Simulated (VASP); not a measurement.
# GaSb (F-43m) in VASP: further runs

Runs on GaSb. Level: r2SCAN. Tasks: single point.

Program: VASP 6.6.1. These are calculated values, not measurements. Logs are shortened: lines on timing, memory, paths and dates and some standing lists are left out, and cuts for length are marked.

### Step 1. The cell of the first run

Symmetry: F-43m, No. 216, cubic system. Conventional cell: a = 5.926 Å, b = 5.926 Å, c = 5.926 Å, α = 90.00°, β = 90.00°, γ = 90.00°. Within 3.4 Å of Ga (site symmetry -43m) lie 4 Sb at 2.57 Å. Within 3.4 Å of Sb (site symmetry -43m) lie 4 Ga at 2.57 Å.

### Step 2. Single point, r2SCAN

The input, POSCAR:

```
GaSb
1.0
    0.0000000000      2.9630944026      2.9630944026
    2.9630944026      0.0000000000      2.9630944026
    2.9630944026      2.9630944026      0.0000000000
Ga Sb
1 1
Direct
    0.0000000000      0.0000000000      0.0000000000
    0.7500000000      0.7500000000      0.7500000000
```

The input, INCAR.step1:

```
ALGO = Normal
EDIFF = 1E-4
ENCUT = 520
GGA = PE
ISMEAR = 0
LASPH = T
LCHARG = F
LREAL = F
LWAVE = T
NBANDS = 16
NELM = 100
PREC = Accurate
SIGMA = 0.01
```

The input, INCAR.step2:

```
ALGO = Normal
EDIFF = 1E-7
ENCUT = 520
ISIF = 2
ISMEAR = 0
ISTART = 1
LASPH = T
LCHARG = F
LMIXTAU = T
LREAL = F
LWAVE = F
METAGGA = R2SCAN
NBANDS = 16
NELM = 100
PREC = Accurate
SIGMA = 0.01
```

The input, KPOINTS:

```
k-points
0
Gamma
  8 8 8
```

Potentials or basis: VASP PAW PBE potentials, release 64 (Ga_d, Sb).

Started as:

```sh
$ cat potpaw_PBE.64/Ga_d/POTCAR potpaw_PBE.64/Sb/POTCAR > POTCAR
$ cp INCAR.step1 INCAR
$ mpirun -np 1 vasp_std > vasp.out
$ cp INCAR.step2 INCAR
$ mpirun -np 1 vasp_std > vasp.out
```

OUTCAR:

```text
EDIFF = 1E-7
   ENCUT = 520
   ISIF = 2
   ISMEAR = 0
   ISTART = 1
   LASPH = T
   LREAL = F
   METAGGA = R2SCAN
   NELM = 100
   PREC = Accurate

 ion  position               nearest neighbor table
   1  0.000  0.000  0.000-   2 2.57   2 2.57   2 2.57   2 2.57
   2  0.750  0.750  0.750-   1 2.57   1 2.57   1 2.57   1 2.57

  LATTYP: Found a face centered cubic cell.
 ALAT       =     5.9261888052

  Lattice vectors:

 A1 = (   0.0000000000,   2.9630944026,   2.9630944026)
 A2 = (   2.9630944026,   0.0000000000,   2.9630944026)
 A3 = (   2.9630944026,   2.9630944026,   0.0000000000)

Analysis of symmetry for initial positions (statically):
=====================================================================
 Subroutine PRICEL returns:
 Original cell was already a primitive cell.

 Routine SETGRP: Setting up the symmetry group for a
 face centered cubic supercell.

 Subroutine GETGRP returns: Found 24 space group operations
 (whereof 24 operations were pure point group operations)
 out of a pool of 48 trial point group operations.

The static configuration has the point symmetry T_d .

Analysis of symmetry for dynamics (positions and initial velocities):
=====================================================================
 Subroutine PRICEL returns:
 Original cell was already a primitive cell.

 Routine SETGRP: Setting up the symmetry group for a
 face centered cubic supercell.

 Subroutine GETGRP returns: Found 24 space group operations
 (whereof 24 operations were pure point group operations)
 out of a pool of 48 trial point group operations.

The dynamic configuration has the point symmetry T_d .

 Subroutine INISYM returns: Found 24 space group operations
 (whereof 24 operations are pure point group operations),
 and found     1 'primitive' translations

----------------------------------------------------------------------------------------

                                     Primitive cell

  volume of cell :      52.0315

  direct lattice vectors                    reciprocal lattice vectors
     0.000000000  2.963094403  2.963094403    -0.168742514  0.168742514  0.168742514
     2.963094403  0.000000000  2.963094403     0.168742514 -0.168742514  0.168742514
     2.963094403  2.963094403  0.000000000     0.168742514  0.168742514 -0.168742514

  length of vectors
     4.190448291  4.190448291  4.190448291     0.292270608  0.292270608  0.292270608

  position of ions in fractional coordinates (direct lattice)
     0.000000000  0.000000000  0.000000000
     0.750000000  0.750000000  0.750000000

  ion indices of the primitive-cell ions
   primitive index   ion index
                 1           1
                 2           2

----------------------------------------------------------------------------------------

 KPOINTS: k-points

Automatic generation of k-mesh.
 Grid dimensions read from file:
 generate k-points for:    8    8    8

 Generating k-lattice:

  Cartesian coordinates                     Fractional coordinates (reciprocal lattice)
    -0.021092814  0.021092814  0.021092814     0.125000000  0.000000000  0.000000000
     0.021092814 -0.021092814  0.021092814     0.000000000  0.125000000  0.000000000
     0.021092814  0.021092814 -0.021092814     0.000000000  0.000000000  0.125000000

  Length of vectors
     0.036533826  0.036533826  0.036533826

  Shift w.r.t. Gamma in fractional coordinates (k-lattice)
     0.000000000  0.000000000  0.000000000

 Subroutine IBZKPT returns following result:
 ===========================================

 Found     29 irreducible k-points:

 Following reciprocal coordinates:
            Coordinates               Weight
  0.000000  0.000000  0.000000      1.000000
  0.125000  0.000000  0.000000      8.000000
  0.250000  0.000000  0.000000      8.000000
  0.375000  0.000000  0.000000      8.000000
  0.500000  0.000000  0.000000      4.000000
  0.125000  0.125000  0.000000      6.000000
[... 16 lines left out ...]
  0.500000  0.250000  0.125000     48.000000
 -0.375000  0.250000  0.125000     24.000000
 [... further k-points ...]
   k-points           NKPTS =     29   k-points in BZ     NKDIM =     29   number of bands    NBANDS=     16
   number of dos      NEDOS =    301   number of ions     NIONS =      2
   total plane-waves  NPLWV =  32768
   dimension x,y,z NGX =    32 NGY =   32 NGZ =   32
   dimension x,y,z NGXF=    64 NGYF=   64 NGZF=   64
   ions per type =               1   1
   NGX,Y,Z   is equivalent  to a cutoff of  12.70, 12.70, 12.70 a.u.
   NGXF,Y,Z  is equivalent  to a cutoff of  25.39, 25.39, 25.39 a.u.
 SYSTEM =  unknown system
   PREC   = accura    normal or accurate (medium, high low for compatibility)
   ISTART =      1    job   : 0-new  1-cont  2-samecut
   ICHARG =      0    charge: 1-file 2-atom 10-const
   ISPIN  =      1    spin polarized calculation?
   LNONCOLLINEAR =      F non collinear calculations
   LSORBIT =      F    spin-orbit coupling
   LASPH  =      T    aspherical Exc in radial PAW
   ENCUT  =  520.0 eV  38.22 Ry    6.18 a.u.   7.79  7.79  7.79*2*pi/ulx,y,z
   NELM   =    100;   NELMIN=  2; NELMDL=  0     # of ELM steps
   EDIFF  = 0.1E-06   stopping-criterion for ELM
   LREAL  =      F    real-space projection
   EDIFFG = 0.1E-05   stopping-criterion for IOM
   NSW    =      0    number of steps for IOM
   IBRION =     -1    ionic relax: 0-MD 1-quasi-New 2-CG
   NFREE  =      0    steps in history (QN), initial steepest desc. (CG)
   ISIF   =      2    stress and relaxation
   ISYM   =      2    0-nonsym 1-usesym 2-fastsym
   POTIM  = 0.5000    time-step for ionic-motion
   TEBEG  =    0.0;   TEEND  =   0.0 temperature during run
   PSTRESS=    0.0 pullay stress
   NELECT =      18.0000    total number of electrons
   NUPDOWN=      -1.0000    fix difference up-down
   EMIN   =  10.00;   EMAX   =-10.00  energy-range for DOS
   EFERMI =   0.00;   METHOD = LEGACY
   ISMEAR =     0;   SIGMA  =   0.01  broadening in eV -4-tet -1-fermi 0-gaus
   EFERMI_NEDOS =   21; number of points for ismear=-14 and -15
   IALGO  =     38    algorithm
   IMIX   =      4    mixing-type and parameters
     AMIX     =   0.40;   BMIX     =  1.00
     AMIX_MAG =   1.60;   BMIX_MAG =  1.00
  volume/ion in A,a.u.               =      26.02       175.56
  Fermi-wavevector in a.u.,A,eV,Ry     =   1.149239  2.171746 17.969884  1.320749
  Thomas-Fermi vector in A             =   2.285909
   LORBIT       =      0    0 simple, 1 ext, 2 COOP (PROOUT), +10 PAW based schemes
   METAGGA = R2SCAN    functional components
   LHFCALC =     F    Hartree Fock is set to
   AEXX    =    0.0000 exact exchange contribution
   IVDW    =     0    specifies the selected vdW correction
   LEPSILON=     F    determine dielectric tensor
   LRPA    =     F    only Hartree local field effects (RPA)
 non-spin polarized calculation
 Gauss-broadening in eV      SIGMA  =   0.01
  energy-cutoff  :      520.00
  volume of cell :       52.03
 maximum number of plane-waves:      1424
   NGX = 15   NGY = 15   NGZ = 15

 number of electron      18.0000013 magnetization

 Free energy of the ion-electron system (eV)
  ---------------------------------------------------
  ext. energy  EPLUGINS =         0.00000000
  ---------------------------------------------------
  free energy    TOTEN  =       -37.48638791 eV

  energy without entropy =      -37.48638791  energy(sigma->0) =      -37.48638791

 E-fermi :   5.8565     XC(G=0): -10.1728

 val. band max:        5.7318472387   @ k =   0.0000   0.0000   0.0000
 cond. band min:       6.6477208650   @ k =   0.5000   0.0000   0.0000
 fundamental gap:      0.9158736263
 Fermi energy:         5.8565032256

 k-point     1 :       0.0000    0.0000    0.0000
  band No.  band energies     occupation
      1      -9.9870      2.00000
      2      -9.9870      2.00000
      3      -9.9870      2.00000
      4      -9.9123      2.00000
      5      -9.9123      2.00000
      6      -6.9390      2.00000
[... 8 lines left out ...]
     15      14.9163      0.00000
     16      14.9163      0.00000

 k-point     2 :       0.1250    0.0000    0.0000
  band No.  band energies     occupation
      1      -9.9940      2.00000
      2      -9.9843      2.00000
      3      -9.9843      2.00000
      4      -9.9126      2.00000
      5      -9.9126      2.00000
      6      -6.7494      2.00000
[... 8 lines left out ...]
     15      14.0343      0.00000
     16      14.0343      0.00000

 k-point     3 :       0.2500    0.0000    0.0000
  band No.  band energies     occupation
      1     -10.0101      2.00000
      2      -9.9781      2.00000
      3      -9.9780      2.00000
      4      -9.9130      2.00000
      5      -9.9130      2.00000
      6      -6.2058      2.00000
[... 8 lines left out ...]
     15      13.8242      0.00000
     16      13.8242      0.00000

 k-point     4 :       0.3750    0.0000    0.0000
  band No.  band energies     occupation
      1     -10.0255      2.00000
      2      -9.9726      2.00000
      3      -9.9726      2.00000
      4      -9.9126      2.00000
      5      -9.9126      2.00000
      6      -5.4337      2.00000
[... 8 lines left out ...]
     15      14.9608      0.00000
     16      14.9608      0.00000

 k-point     5 :       0.5000    0.0000    0.0000
  band No.  band energies     occupation
      1     -10.0316      2.00000
      2      -9.9707      2.00000
      3      -9.9707      2.00000
      4      -9.9121      2.00000
      5      -9.9121      2.00000
      6      -4.9498      2.00000
[... 8 lines left out ...]
     15      16.5701      0.00000
     16      16.5702      0.00000

 k-point     6 :       0.1250    0.1250    0.0000
  band No.  band energies     occupation
      1      -9.9990      2.00000
      2      -9.9817      2.00000
      3      -9.9817      2.00000
      4      -9.9144      2.00000
      5      -9.9114      2.00000
      6      -6.6856      2.00000
[... 8 lines left out ...]
     15      13.3838      0.00000
     16      15.1351      0.00000

 k-point     7 :       0.2500    0.1250    0.0000
  band No.  band energies     occupation
      1     -10.0122      2.00000
      2      -9.9765      2.00000
      3      -9.9753      2.00000
      4      -9.9165      2.00000
      5      -9.9109      2.00000
      6      -6.2566      2.00000
[... 8 lines left out ...]
     15      14.5698      0.00000
     16      14.9090      0.00000

 k-point     8 :       0.3750    0.1250    0.0000
  band No.  band energies     occupation
      1     -10.0260      2.00000
      2      -9.9716      2.00000
      3      -9.9695      2.00000
      4      -9.9168      2.00000
      5      -9.9108      2.00000
      6      -5.5394      2.00000
[... 8 lines left out ...]
     15      15.1985      0.00000
     16      15.7080      0.00000

 k-point     9 :       0.5000    0.1250    0.0000
  band No.  band energies     occupation
      1     -10.0338      2.00000
      2      -9.9688      2.00000
      3      -9.9673      2.00000
      4      -9.9150      2.00000
      5      -9.9116      2.00000
      6      -4.8642      2.00000
[... 8 lines left out ...]
     15      16.5294      0.00000
     16      16.5695      0.00000
[... 172 lines left out ...]
 k-point    19 :       0.5000    0.3750    0.0000
  band No.  band energies     occupation
      1     -10.0511      2.00000
      2      -9.9534      2.00000
      3      -9.9520      2.00000
      4      -9.9288      2.00000
      5      -9.9078      2.00000
      6      -4.1811      2.00000
[... 8 lines left out ...]
     15      17.1374      0.00000
     16      17.9700      0.00000

 k-point    20 :      -0.3750    0.3750    0.0000
  band No.  band energies     occupation
      1     -10.0473      2.00000
      2      -9.9578      2.00000
      3      -9.9544      2.00000
      4      -9.9241      2.00000
      5      -9.9104      2.00000
      6      -3.9889      2.00000
[... 8 lines left out ...]
     15      15.2190      0.00000
     16      19.3680      0.00000

 k-point    21 :       0.5000    0.5000    0.0000
  band No.  band energies     occupation
      1     -10.0554      2.00000
      2      -9.9492      2.00000
      3      -9.9492      2.00000
      4      -9.9321      2.00000
      5      -9.9065      2.00000
      6      -3.9072      2.00000
[... 8 lines left out ...]
     15      18.0220      0.00000
     16      18.0369      0.00000

 k-point    22 :       0.3750    0.2500    0.1250
  band No.  band energies     occupation
      1     -10.0248      2.00000
      2      -9.9708      2.00000
      3      -9.9686      2.00000
      4      -9.9188      2.00000
      5      -9.9105      2.00000
      6      -5.7307      2.00000
[... 8 lines left out ...]
     15      15.7584      0.00000
     16      15.9889      0.00000

 k-point    23 :       0.5000    0.2500    0.1250
  band No.  band energies     occupation
      1     -10.0348      2.00000
      2      -9.9668      2.00000
      3      -9.9635      2.00000
      4      -9.9186      2.00000
      5      -9.9113      2.00000
      6      -4.9851      2.00000
[... 8 lines left out ...]
     15      15.3720      0.00000
     16      16.8367      0.00000

 k-point    24 :      -0.3750    0.2500    0.1250
  band No.  band energies     occupation
      1     -10.0386      2.00000
      2      -9.9657      2.00000
      3      -9.9615      2.00000
      4      -9.9174      2.00000
      5      -9.9124      2.00000
      6      -4.5178      2.00000
[... 8 lines left out ...]
     15      16.1532      0.00000
     16      16.9621      0.00000

 [... further k-points ...]

------------------------ aborting loop because EDIFF is reached ----------------------------------------

  FORCE on cell =-STRESS in cart. coord.  units (eV):
  Direction    XX          YY          ZZ          XY          YZ          ZX
  --------------------------------------------------------------------------------------
  -------------------------------------------------------------------------------------
  Total        2.3084144      2.3084144      2.3084144      0.0000000      0.0000000     -0.0000000
  in kB       71.0817148     71.0817148     71.0817148      0.0000000      0.0000000     -0.0000000
  external PRESSURE =      71.0817148 kB  Pullay stress =       0.0000000 kB

 VOLUME and BASIS-vectors are now :
 -----------------------------------------------------------------------------
  energy-cutoff  :      520.00
  volume of cell :       52.03
      direct lattice vectors                 reciprocal lattice vectors
     0.000000000  2.963094403  2.963094403    -0.168742514  0.168742514  0.168742514
     2.963094403  0.000000000  2.963094403     0.168742514 -0.168742514  0.168742514
     2.963094403  2.963094403  0.000000000     0.168742514  0.168742514 -0.168742514

 POSITION                                       TOTAL-FORCE (eV/Angst)
 -----------------------------------------------------------------------------------
      0.00000      0.00000      0.00000         0.000000      0.000000      0.000000
      4.44464      4.44464      4.44464        -0.000000     -0.000000     -0.000000
 -----------------------------------------------------------------------------------
    total drift:                                0.000001      0.000001      0.000002

  FREE ENERGIE OF THE ION-ELECTRON SYSTEM (eV)
  ---------------------------------------------------
  free  energy   TOTEN  =       -37.4863879086 eV

  energy  without entropy=      -37.4863879086  energy(sigma->0) =      -37.48638791
```

Run time: 68 s. Hardware: 1 thread of Intel Xeon Platinum 8124M at 3.00GHz (Skylake/Cascade Lake), shared host; peak memory 0.2 GiB.

Results:

```
Free energy            : -37.4864 eV
Pressure               : 7.1 GPa
Band gap on the k mesh : 0.92 eV (least direct gap 1.20 eV)
```

Levels at points of the mesh, in eV from the valence-band top:
```tsv
k point	band 7	band 8	band 9	band 10	band 11	band 12
(0.00, 0.00, 0.00)	0.00	0.00	0.00	1.20	2.93	2.93
(0.50, 0.00, 0.00)	-7.12	-1.39	-1.39	0.92	3.99	3.99
(0.50, 0.50, 0.00)	-7.54	-3.07	-3.07	1.00	1.28	9.92
```

Caveat: the cell stands under pressure; the PAW data sets were made with another functional, which shifts forces and pressure a little; spin-orbit coupling is left out, which moves the levels of the heavy elements. A k mesh can miss the band edges.

[end of part 1 of 2]
